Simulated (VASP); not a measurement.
**SnGeO2: single point with PBE**

The system is SnGeO2.

```
Sn Ge O
1.0
     3.74830    0.00000    0.00000
     0.00000    3.74830    0.00000
     0.00000    0.00000    4.80733
Sn Ge O
1 1 2
Direct
  0.50000 0.50000 0.24054
  0.00000 0.00000 0.78292
  0.00000 0.50000 0.98827
  0.50000 0.00000 0.98827
```

- Program: VASP 6.6.1
- Task: single point
- Functional: PBE
- Potentials or basis: VASP PAW PBE potentials, release 64 (Sn_d, Ge_d, O)
- Cutoff: 520 eV
- k mesh: 4 × 4 × 4
- Occupations: gaussian, width 0.1 eV
- Spin: no spin polarisation

The pressure is 0.3 GPa. The largest force is 0.080 eV/Å and the band gap on the k mesh is 1.17 eV (least direct gap 2.21 eV).

Forces on the atoms (eV/Å):
```
Sn   0.000  0.000  0.072
Ge   0.000  0.000 -0.080
O    0.000  0.000  0.004
O    0.000  0.000  0.004
```

Stress tensor (GPa, compression positive):
```
0.28 0.00 0.00
0.00 0.28 0.00
0.00 0.00 0.39
```

Levels at points of the mesh, in eV from the valence-band top:
```tsv
k point	band 18	band 19	band 20	band 21	band 22	band 23
(0.00, 0.00, 0.00)	-2.42	-2.42	-0.05	2.62	4.72	5.67
(0.50, 0.00, 0.00)	-3.97	-1.90	-1.81	3.07	4.31	5.76
(0.50, 0.50, 0.00)	-1.65	-1.57	-1.04	1.17	1.17	4.99
(0.00, 0.00, 0.50)	-2.43	-2.43	-1.28	1.73	3.85	3.85
(0.50, 0.00, 0.50)	-3.92	-1.04	-0.92	2.89	3.80	5.93
(0.50, 0.50, 0.50)	-1.89	-1.81	-1.57	3.47	3.47	4.63
```

Run time: 14 s on 1 thread of Intel(R) Xeon(R) 6975P-C (Granite Rapids), with other jobs on the host, peak memory 0.18 GiB.

Caveat: spin-orbit coupling is left out, which moves the levels of the heavy elements. A k mesh can miss the band edges.
